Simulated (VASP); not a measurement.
Input of a VASP 6.6.1 run:

The input INCAR:

```
SYSTEM = Ca
PREC     = Accurate       ! precision mode
ENCUT    = 500            ! plane-wave cutoff, eV
EDIFF    = 1E-6           ! SCF threshold, eV
ISMEAR   = -1             ! smearing method
SIGMA    = 0.1            ! smearing width, eV
LREAL    = .False.        ! projectors in reciprocal space
LASPH    = .True.         ! aspherical terms in the spheres
NELM     = 120            ! most SCF steps
ALGO     = Normal         ! electronic algorithm
ISIF     = 2              ! what is computed and relaxed
LWAVE    = .False.        ! write WAVECAR
LCHARG   = .False.        ! write CHGCAR
GGA      = CA             ! functional
NBANDS   = 11             ! bands
GGA_COMPAT= .False.
```

File KPOINTS:

```
Automatic mesh
0
Gamma
  6 6 6
  0 0 0
```

Contents of POSCAR:

```
Ca
1.0
    0.0000000000      2.6700533230      2.6700533230
    2.6700533230      0.0000000000      2.6700533230
    2.6700533230      2.6700533230      0.0000000000
Ca
1
Direct
    0.0000000000      0.0000000000      0.0000000000
```

Potentials or basis: VASP PAW LDA potentials, release 64 (Ca_sv).

Run with:

```bash
$ cat potpaw_LDA.64/Ca_sv/POTCAR > POTCAR
$ mpirun -np 1 vasp_std > vasp.out
```

(1) What does it give for the pressure?

(2) What does it give for the band gap on the k mesh?

Results:

(1) 0.0 GPa.

(2) zero (bands 5 and 6 overlap by 0.02 eV).
